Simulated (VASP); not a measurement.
The system is Rh.

```
Rh
1.0
     0.00000    1.89526    1.89526
     1.89526    0.00000    1.89526
     1.89526    1.89526    0.00000
Rh
1
Direct
  0.00000 0.00000 0.00000
```

Base run:

```yaml
Program: VASP 6.6.1
Functional: r2SCAN
Potentials_or_basis: VASP PAW PBE potentials, release 64 (Rh_pv)
Cutoff: 520 eV
k_mesh: 12 × 12 × 12
Occupations: fermi-dirac, width 0.05 eV
Spin: no spin polarisation
```

Its results: pressure 3.2 GPa.

The run is repeated on the same cell with these changes: potentials or basis from VASP PAW PBE potentials, release 64 (Rh_pv) to VASP PAW PBE potentials, release 64 (Rh_sv_GW); cutoff from 520 eV to 580 eV; valence electrons from 15 to 17. What comes out?

Pressure 0.3 GPa.

Caveats: the PAW data sets were made with another functional, which shifts forces and pressure a little.
